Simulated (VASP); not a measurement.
Input of a VASP 6.6.1 run:

Contents of INCAR:

```
SYSTEM = LiBr
PREC = Accurate
ENCUT = 650
EDIFF = 1E-8
ISMEAR = 0
SIGMA = 0.01
LREAL = .False.
LASPH = .True.
NELM = 120
ALGO = Normal
ISIF = 2
LWAVE = .False.
LCHARG = .False.
GGA = PE
LEFG = .True.
NBANDS = 54
GGA_COMPAT = .False.
```

Contents of KPOINTS:

```
regular mesh
0
Gamma
  3 3 3
  0 0 0
```

File POSCAR:

```
LiBr
1.0
    0.0000000000      5.4453811596      5.4453811596
    5.4453811596      0.0000000000      5.4453811596
    5.4453811596      5.4453811596      0.0000000000
Li Br
8 8
Direct
    0.0000000000      0.0000000000      0.0000000000
    0.0000000000      0.0000000000      0.5000000000
    0.0000000000      0.5000000000      0.0000000000
    0.0000000000      0.5000000000      0.5000000000
    0.5000000000      0.0000000000      0.0000000000
    0.5000000000      0.0000000000      0.5000000000
    0.5000000000      0.5000000000      0.0000000000
    0.5000000000      0.5000000000      0.5000000000
    0.2500000000      0.2500000000      0.2500000000
    0.2500000000      0.2500000000      0.7500000000
    0.2500000000      0.7500000000      0.2500000000
    0.2500000000      0.7500000000      0.7500000000
    0.7500000000      0.2500000000      0.2500000000
    0.7500000000      0.2500000000      0.7500000000
    0.7500000000      0.7500000000      0.2500000000
    0.7500000000      0.7500000000      0.7500000000
```

Potentials or basis: VASP PAW PBE potentials, release 64 (Li_sv, Br).

Run with:

```console
$ cat potpaw_PBE.64/Li_sv/POTCAR potpaw_PBE.64/Br/POTCAR > POTCAR
$ mpirun -np 1 vasp_std > vasp.out
```

(1) Estimate the pressure.

(2) Estimate the band gap on the k mesh.

Answers

(1) 0.9 GPa.

(2) 5.08 eV.

Caveat: without QUAD_EFG the Cq values of the log hold for a quadrupole moment of 1 mb, not for the nuclei.
